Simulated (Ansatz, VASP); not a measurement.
One calculation of SiC, two programs

Contents of INCAR:

```
SYSTEM = SiC
PREC = Accurate ; ENCUT = 520
EDIFF = 1E-7 ; ISMEAR = 0
SIGMA = 0.05 ; LREAL = .FALSE.
LASPH = .TRUE. ; NELM = 80
ALGO = Normal ; ISIF = 2
LWAVE = .FALSE. ; LCHARG = .FALSE.
GGA = CA ; NBANDS = 16
```

Contents of KPOINTS:

```
regular mesh
0
G
  12 12 6
  0 0 0
```

POSCAR

```
SiC
1.0
    3.0759982064      0.0000000000      0.0000000000
   -1.5379991032      2.6638925888      0.0000000000
    0.0000000000      0.0000000000      5.0480000000
Si C
2 2
Direct
    0.3333333333      0.6666666667      0.0148573693
    0.6666666667      0.3333333333      0.4851426307
    0.3333333333      0.6666666667      0.3816101781
    0.6666666667      0.3333333333      0.8883898219
```

Input for Ansatz:

```yaml
crystal:
  lattice:
    - [3.0759982064, 0.0, 0.0]
    - [-1.5379991032, 2.6638925888, 0.0]
    - [0.0, 0.0, 5.048]
  atoms:
    - { symbol: Si, position: [0.3333333333, 0.6666666667, 0.0148573693] }
    - { symbol: Si, position: [0.6666666667, 0.3333333333, 0.4851426307] }
    - { symbol: C, position: [0.3333333333, 0.6666666667, 0.3816101781] }
    - { symbol: C, position: [0.6666666667, 0.3333333333, 0.8883898219] }
basis:
  ecutwfc: 420
kpoints:
  mp_grid: { grid: [12, 12, 6] }
hamiltonian:
  xc: lda
scf:
  occupations: { method: gaussian, width: 0.05 }
output:
  forces: true
  stress: true
  eigenvalues: true
```

Change from the starting cell: mode 6 (550.6 1/cm) frozen in, largest displacement +0.075 Å.

Alike in both runs: task single point; functional LDA; k mesh 12 × 12 × 6; occupations gaussian, width 0.05 eV; no spin polarisation.

```csv
,VASP,Ansatz
version,VASP 6.6.1,Ansatz 0.2.0
potentials or method,"VASP PAW LDA potentials, release 64 (Si, C), cutoff 520 eV","scalar-relativistic, plane waves, PAW"
valence electrons in the cell,16,16
```

|  | VASP | Ansatz | Ansatz less VASP |
| --- | --- | --- | --- |
| gap on the k mesh at the Fermi level (eV) | 2.22 | 2.23 | +0.013 |
| least direct gap on the mesh (eV) | 3.75 | 3.76 | +0.007 |
| pressure (GPa) | -2.5 | -2.9 | -0.38 |
| traceless stress, the component that is largest in VASP (GPa) | -1.51 | -1.49 | +0.028 |
| rms of the force components (eV/Å) | 1.005 | 1.005 | +0.0004 |

LDA's correlation is that of Perdew and Zunger in VASP and of Perdew and Wang (1992) in Ansatz. Atom by atom the forces differ by 0.003 eV/Å (rms over components).
